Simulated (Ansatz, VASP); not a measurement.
## CaSe in VASP and in Ansatz

```xyz
2
Lattice="0.0000 2.9198 2.9198 2.9198 0.0000 2.9198 2.9198 2.9198 0.0000" Properties=species:S:1:pos:R:3 pbc="T T T"
Ca    0.0000    0.0000    0.0000
Se    2.9198    2.9198    2.9198
```

Alike in both runs: task single point; functional PBEsol; k mesh 6 × 6 × 6; no spin polarisation.

```csv
,VASP,Ansatz
version,VASP 6.6.1,Ansatz 0.2.0
potentials or method,"VASP PAW PBE potentials, release 64 (Ca_sv, Se), cutoff 520 eV","all-electron LAPW, scalar-relativistic"
occupations,"gaussian, width 0.01 eV",fixed
```

|  | VASP | Ansatz | Ansatz less VASP |
| --- | --- | --- | --- |
| gap on the k mesh at the Fermi level (eV) | 1.83 | 1.84 | +0.013 |
| pressure (GPa) | 1.0 | 0.8 | -0.23 |

VASP's potentials were made for PBE, not for PBEsol. Ansatz ran all-electron here, and VASP with PAW potentials.
